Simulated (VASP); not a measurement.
# NdScSb2 (P4/mmm) in VASP: further runs, part 2 of 2

VASP 6.6.1. Earlier steps stand in the parts before.

### Step 3. Single point, PBE

Contents of INCAR:

```
SYSTEM = NdScSb2
PREC = Accurate ; ENCUT = 500
EDIFF = 1E-6 ; ISMEAR = 0
SIGMA = 0.1 ; LREAL = .FALSE.
LASPH = .TRUE. ; NELM = 200
ALGO = Normal ; ISIF = 2
LWAVE = .FALSE. ; LCHARG = .TRUE.
GGA = PE ; LELF = .TRUE.
LVHAR = .TRUE. ; NBANDS = 24
GGA_COMPAT = .FALSE. ; LMAXMIX = 6
```

Contents of KPOINTS:

```
regular mesh
0
G
  12 12 8
  0 0 0
```

Contents of POSCAR:

```
NdScSb2
1.0
    3.9820960681      0.0000000000      0.0000000000
    0.0000000000      3.9820960681      0.0000000000
    0.0000000000      0.0000000000      6.6154860095
Nd Sc Sb
1 1 2
Direct
    0.5000000000      0.5000000000      0.0000000000
    0.5000000000      0.5000000000      0.5000000000
    0.0000000000      0.0000000000      0.7341207196
    0.0000000000      0.0000000000      0.2658792804
```

Potentials or basis: VASP PAW PBE potentials, release 64 (Nd_3, Sc_sv, Sb), 4f in core.

Started as:

```console
$ cat potpaw_PBE.64/Nd_3/POTCAR potpaw_PBE.64/Sc_sv/POTCAR potpaw_PBE.64/Sb/POTCAR > POTCAR
$ mpirun -np 1 vasp_std > vasp.out
```

OUTCAR:

```text
SYSTEM = NdScSb2
   PREC = Accurate
   ENCUT = 500
   EDIFF = 1E-6
   ISMEAR = 0
   LREAL = .FALSE.
   LASPH = .TRUE.
   NELM = 200
   ISIF = 2
   GGA = PE

 ion  position               nearest neighbor table
   1  0.500  0.500  0.000-   2 3.31   2 3.31   4 3.32   3 3.32   3 3.32   4 3.32   3 3.32   4 3.32
                             3 3.32   4 3.32
   2  0.500  0.500  0.500-   3 3.21   4 3.21   3 3.21   4 3.21   3 3.21   4 3.21   3 3.21   4 3.21
                             1 3.31   1 3.31
   3  0.000  0.000  0.734-   4 3.10   2 3.21   2 3.21   2 3.21   2 3.21   1 3.32   1 3.32   1 3.32
                             1 3.32   4 3.52
   4  0.000  0.000  0.266-   3 3.10   2 3.21   2 3.21   2 3.21   2 3.21   1 3.32   1 3.32   1 3.32
                             1 3.32   3 3.52

  LATTYP: Found a simple tetragonal cell.
 ALAT       =     3.9820960681
 C/A-ratio  =     1.6613074864

  Lattice vectors:

 A1 = (   3.9820960681,   0.0000000000,   0.0000000000)
 A2 = (   0.0000000000,   3.9820960681,   0.0000000000)
 A3 = (   0.0000000000,   0.0000000000,   6.6154860095)

Analysis of symmetry for initial positions (statically):
=====================================================================
 Subroutine PRICEL returns:
 Original cell was already a primitive cell.

 Routine SETGRP: Setting up the symmetry group for a
 simple tetragonal supercell.

 Subroutine GETGRP returns: Found 16 space group operations
 (whereof 16 operations were pure point group operations)
 out of a pool of 16 trial point group operations.

The static configuration has the point symmetry D_4h.

Analysis of symmetry for dynamics (positions and initial velocities):
=====================================================================
 Subroutine PRICEL returns:
 Original cell was already a primitive cell.

 Routine SETGRP: Setting up the symmetry group for a
 simple tetragonal supercell.

 Subroutine GETGRP returns: Found 16 space group operations
 (whereof 16 operations were pure point group operations)
 out of a pool of 16 trial point group operations.

[... 126 lines left out ...]
  Fermi-wavevector in a.u.,A,eV,Ry     =   1.102038  2.082549 16.524097  1.214487
  Thomas-Fermi vector in A             =   2.238474
   LORBIT       =      0    0 simple, 1 ext, 2 COOP (PROOUT), +10 PAW based schemes
   GGA     = PE    functional components
   LHFCALC =     F    Hartree Fock is set to
   AEXX    =    0.0000 exact exchange contribution
   IVDW    =     0    specifies the selected vdW correction
   LEPSILON=     F    determine dielectric tensor
   LRPA    =     F    only Hartree local field effects (RPA)
 non-spin polarized calculation
 Gauss-broadening in eV      SIGMA  =   0.10
  energy-cutoff  :      500.00
  volume of cell :      104.90
 maximum number of plane-waves:      2698
 NGX is ok and might be reduce to    30
   NGX = 15   NGY = 15   NGZ = 25

 number of electron      32.0000001 magnetization

 Free energy of the ion-electron system (eV)
  ---------------------------------------------------
  ext. energy  EPLUGINS =         0.00000000
  ---------------------------------------------------
  free energy    TOTEN  =       -22.32519957 eV

  energy without entropy =      -22.31512569  energy(sigma->0) =      -22.32016263

 E-fermi :   6.7008     XC(G=0): -10.2738

 val. band max:        6.6987227850   @ k =   0.5000   0.0000   0.2500
 cond. band min:       6.7097682165   @ k =   0.3333   0.2500   0.2500
 fundamental gap:      0.0110454315
 Fermi energy:         6.7008275040

 k-point     1 :       0.0000    0.0000    0.0000
  band No.  band energies     occupation
      1     -43.4494      2.00000
      2     -31.2672      2.00000
      3     -22.1300      2.00000
      4     -22.1300      2.00000
      5     -21.9663      2.00000
      6     -12.4562      2.00000
[... 637 lines left out ...]
     23       9.4296      0.00000
     24      10.1169      0.00000

 [... further k-points ...]

------------------------ aborting loop because EDIFF is reached ----------------------------------------

  FORCE on cell =-STRESS in cart. coord.  units (eV):
  Direction    XX          YY          ZZ          XY          YZ          ZX
  --------------------------------------------------------------------------------------
  -------------------------------------------------------------------------------------
  Total        0.1667212      0.1667212      0.1860937      0.0000000      0.0000000      0.0000000
  in kB        2.5463389      2.5463389      2.8422161      0.0000000      0.0000000      0.0000000
  external PRESSURE =       2.6449646 kB  Pullay stress =       0.0000000 kB

 VOLUME and BASIS-vectors are now :
 -----------------------------------------------------------------------------
  energy-cutoff  :      500.00
  volume of cell :      104.90
      direct lattice vectors                 reciprocal lattice vectors
     3.982096068  0.000000000  0.000000000     0.251124027  0.000000000  0.000000000
     0.000000000  3.982096068  0.000000000     0.000000000  0.251124027  0.000000000
     0.000000000  0.000000000  6.615486009     0.000000000  0.000000000  0.151160474

 POSITION                                       TOTAL-FORCE (eV/Angst)
 -----------------------------------------------------------------------------------
      1.99105      1.99105      0.00000        -0.000000      0.000000      0.000000
      1.99105      1.99105      3.30774        -0.000000      0.000000      0.000000
      0.00000      0.00000      4.85657         0.000000      0.000000     -0.015590
      0.00000      0.00000      1.75892         0.000000     -0.000000      0.015590
 -----------------------------------------------------------------------------------
    total drift:                                0.000000      0.000000      0.000000

  FREE ENERGIE OF THE ION-ELECTRON SYSTEM (eV)
  ---------------------------------------------------
  free  energy   TOTEN  =       -22.3251995728 eV

  energy  without entropy=      -22.3151256901  energy(sigma->0) =      -22.32016263
```

Run time: 5.1 min. Hardware: 1 thread of Intel Xeon Platinum 8488C (Sapphire Rapids), shared host; peak memory 0.47 GiB.

Results:

```
Free energy            : -22.3252 eV
Pressure               : 0.3 GPa
Largest force          : 0.016 eV/Å
Band gap on the k mesh : zero (bands 16 and 17 overlap by 0.86 eV)
```

Forces in eV/Å, atoms in the order of the input:
```
Nd   0.000  0.000  0.000
Sc   0.000  0.000  0.000
Sb   0.000  0.000 -0.016
Sb   0.000  0.000  0.016
```

Caveat: spin-orbit coupling is left out, which moves the levels of the heavy elements; the 4f electrons are frozen in the core, so they carry no moment and show no levels.

### Step 4. Single point, PBE

Contents of INCAR:

```
  ALGO = Normal
  EDIFF = 1E-6
  ENCUT = 500
  GGA = PE
  GGA_COMPAT = False
  ISIF = 2
  ISMEAR = 0
  LASPH = True
  LCHARG = False
  LMAXMIX = 6
  LREAL = False
  LWAVE = False
  NBANDS = 24
  NELM = 200
  PREC = Accurate
  SIGMA = 0.1
```

Contents of KPOINTS:

```
k-points
0
Gamma
  12 12 8
```

POSCAR is that of step 3.

Potentials or basis: VASP PAW PBE potentials, release 64 (Nd_3, Sc_sv, Sb), 4f in core.

Started as:

```console
$ cat potpaw_PBE.64/Nd_3/POTCAR potpaw_PBE.64/Sc_sv/POTCAR potpaw_PBE.64/Sb/POTCAR > POTCAR
$ mpirun -np 1 vasp_std > vasp.out
```

OUTCAR:

```text
EDIFF = 1E-6
   ENCUT = 500
   GGA = PE
   ISIF = 2
   ISMEAR = 0
   LASPH = True
   LREAL = False
   NELM = 200
   PREC = Accurate

 ion  position               nearest neighbor table
   1  0.500  0.500  0.000-   2 3.31   2 3.31   4 3.32   3 3.32   3 3.32   4 3.32   3 3.32   4 3.32
                             3 3.32   4 3.32
   2  0.500  0.500  0.500-   3 3.21   4 3.21   3 3.21   4 3.21   3 3.21   4 3.21   3 3.21   4 3.21
                             1 3.31   1 3.31
   3  0.000  0.000  0.734-   4 3.10   2 3.21   2 3.21   2 3.21   2 3.21   1 3.32   1 3.32   1 3.32
                             1 3.32   4 3.52
   4  0.000  0.000  0.266-   3 3.10   2 3.21   2 3.21   2 3.21   2 3.21   1 3.32   1 3.32   1 3.32
                             1 3.32   3 3.52

  LATTYP: Found a simple tetragonal cell.
 ALAT       =     3.9820960681
 C/A-ratio  =     1.6613074864

  Lattice vectors:

 A1 = (   3.9820960681,   0.0000000000,   0.0000000000)
 A2 = (   0.0000000000,   3.9820960681,   0.0000000000)
 A3 = (   0.0000000000,   0.0000000000,   6.6154860095)

Analysis of symmetry for initial positions (statically):
=====================================================================
 Subroutine PRICEL returns:
 Original cell was already a primitive cell.

 Routine SETGRP: Setting up the symmetry group for a
 simple tetragonal supercell.

 Subroutine GETGRP returns: Found 16 space group operations
 (whereof 16 operations were pure point group operations)
 out of a pool of 16 trial point group operations.

The static configuration has the point symmetry D_4h.

Analysis of symmetry for dynamics (positions and initial velocities):
=====================================================================
 Subroutine PRICEL returns:
 Original cell was already a primitive cell.

 Routine SETGRP: Setting up the symmetry group for a
 simple tetragonal supercell.

[... 125 lines left out ...]
   IALGO  =     38    algorithm
   IMIX   =      4    mixing-type and parameters
     AMIX     =   0.40;   BMIX     =  1.00
     AMIX_MAG =   1.60;   BMIX_MAG =  1.00
  volume/ion in A,a.u.               =      26.23       176.98
  Fermi-wavevector in a.u.,A,eV,Ry     =   1.102038  2.082549 16.524097  1.214487
  Thomas-Fermi vector in A             =   2.238474
   LORBIT       =      0    0 simple, 1 ext, 2 COOP (PROOUT), +10 PAW based schemes
   GGA     = PE    functional components
   LHFCALC =     F    Hartree Fock is set to
   AEXX    =    0.0000 exact exchange contribution
   IVDW    =     0    specifies the selected vdW correction
   LEPSILON=     F    determine dielectric tensor
   LRPA    =     F    only Hartree local field effects (RPA)
 non-spin polarized calculation
 Gauss-broadening in eV      SIGMA  =   0.10
  energy-cutoff  :      500.00
  volume of cell :      104.90
 maximum number of plane-waves:      2698
 NGX is ok and might be reduce to    30
   NGX = 15   NGY = 15   NGZ = 25

 number of electron      32.0000001 magnetization

 Free energy of the ion-electron system (eV)
  ---------------------------------------------------
  ext. energy  EPLUGINS =         0.00000000
  ---------------------------------------------------
  free energy    TOTEN  =       -22.32519957 eV

  energy without entropy =      -22.31512569  energy(sigma->0) =      -22.32016263

 E-fermi :   6.7008     XC(G=0): -10.2738

 val. band max:        6.6987227850   @ k =   0.5000   0.0000   0.2500
 cond. band min:       6.7097682165   @ k =   0.3333   0.2500   0.2500
 fundamental gap:      0.0110454315
 Fermi energy:         6.7008275040

 k-point     1 :       0.0000    0.0000    0.0000
  band No.  band energies     occupation
      1     -43.4494      2.00000
      2     -31.2672      2.00000
      3     -22.1300      2.00000
      4     -22.1300      2.00000
      5     -21.9663      2.00000
      6     -12.4562      2.00000
[... 637 lines left out ...]
     23       9.4296      0.00000
     24      10.1169      0.00000

 [... further k-points ...]

------------------------ aborting loop because EDIFF is reached ----------------------------------------

  FORCE on cell =-STRESS in cart. coord.  units (eV):
  Direction    XX          YY          ZZ          XY          YZ          ZX
  --------------------------------------------------------------------------------------
  -------------------------------------------------------------------------------------
  Total        0.1667212      0.1667212      0.1860937      0.0000000      0.0000000      0.0000000
  in kB        2.5463389      2.5463389      2.8422161      0.0000000      0.0000000      0.0000000
  external PRESSURE =       2.6449646 kB  Pullay stress =       0.0000000 kB

 VOLUME and BASIS-vectors are now :
 -----------------------------------------------------------------------------
  energy-cutoff  :      500.00
  volume of cell :      104.90
      direct lattice vectors                 reciprocal lattice vectors
     3.982096068  0.000000000  0.000000000     0.251124027  0.000000000  0.000000000
     0.000000000  3.982096068  0.000000000     0.000000000  0.251124027  0.000000000
     0.000000000  0.000000000  6.615486009     0.000000000  0.000000000  0.151160474

 POSITION                                       TOTAL-FORCE (eV/Angst)
 -----------------------------------------------------------------------------------
      1.99105      1.99105      0.00000        -0.000000      0.000000      0.000000
      1.99105      1.99105      3.30774        -0.000000      0.000000      0.000000
      0.00000      0.00000      4.85657         0.000000      0.000000     -0.015590
      0.00000      0.00000      1.75892         0.000000     -0.000000      0.015590
 -----------------------------------------------------------------------------------
    total drift:                                0.000000      0.000000      0.000000

  FREE ENERGIE OF THE ION-ELECTRON SYSTEM (eV)
  ---------------------------------------------------
  free  energy   TOTEN  =       -22.3251995728 eV

  energy  without entropy=      -22.3151256901  energy(sigma->0) =      -22.32016263
```

OSZICAR:

```text
N       E                     dE             d eps       ncg     rms          rms(c)
DAV:   1     0.309420824940E+03    0.30942E+03   -0.13395E+04  6720   0.118E+03
DAV:   2    -0.759161178637E+00   -0.31018E+03   -0.30031E+03  6896   0.368E+02
DAV:   3    -0.231317135832E+02   -0.22373E+02   -0.21137E+02 11688   0.950E+01
DAV:   4    -0.244608342844E+02   -0.13291E+01   -0.13102E+01 10832   0.163E+01
DAV:   5    -0.245300990496E+02   -0.69265E-01   -0.69224E-01  9728   0.335E+00    0.905E+00
DAV:   6    -0.226409692037E+02    0.18891E+01   -0.69068E+00 10632   0.205E+01    0.497E+00
DAV:   7    -0.224692873801E+02    0.17168E+00   -0.24863E+00 10880   0.134E+01    0.357E+00
DAV:   8    -0.225110570711E+02   -0.41770E-01   -0.11265E+00 10592   0.105E+01    0.295E+00
DAV:   9    -0.223239057762E+02    0.18715E+00   -0.50516E-01 10664   0.723E+00    0.212E-01
DAV:  10    -0.223251918772E+02   -0.12861E-02   -0.20675E-02  9608   0.666E-01    0.183E-01
DAV:  11    -0.223270218928E+02   -0.18300E-02   -0.75456E-03 11064   0.797E-01    0.267E-01
DAV:  12    -0.223253778932E+02    0.16440E-02   -0.50235E-03 10664   0.723E-01    0.709E-02
DAV:  13    -0.223252103762E+02    0.16752E-03   -0.55715E-04 10696   0.186E-01    0.206E-02
DAV:  14    -0.223252032239E+02    0.71522E-05   -0.52285E-05 10216   0.651E-02    0.107E-02
DAV:  15    -0.223252002222E+02    0.30018E-05   -0.53738E-06  8536   0.185E-02    0.473E-03
DAV:  16    -0.223251995728E+02    0.64939E-06   -0.68028E-07  5552   0.948E-03
   1 F= -.22325200E+02 E0= -.22320163E+02  d E =-.100739E-01
```

It took 4.7 min on 1 thread of Intel Xeon Platinum 8488C (Sapphire Rapids), shared host; peak memory 0.47 GiB.

What came out:

```yaml
Free_energy: -22.3252 eV
Pressure: 0.3 GPa
Largest_force: 0.016 eV/Å
Band_gap_on_the_k_mesh: zero (bands 16 and 17 overlap by 0.86 eV)
```

Forces on the atoms (eV/Å):
```
Nd   0.000  0.000  0.000
Sc   0.000  0.000  0.000
Sb   0.000  0.000 -0.016
Sb   0.000  0.000  0.016
```

Caveat: spin-orbit coupling is left out, which moves the levels of the heavy elements; the 4f electrons are frozen in the core, so they carry no moment and show no levels. Spin polarisation is off, so any magnetic state and its effect on volume and gap are missing.

The gap in the log of VASP goes by the Fermi energy; the results here count the filled bands.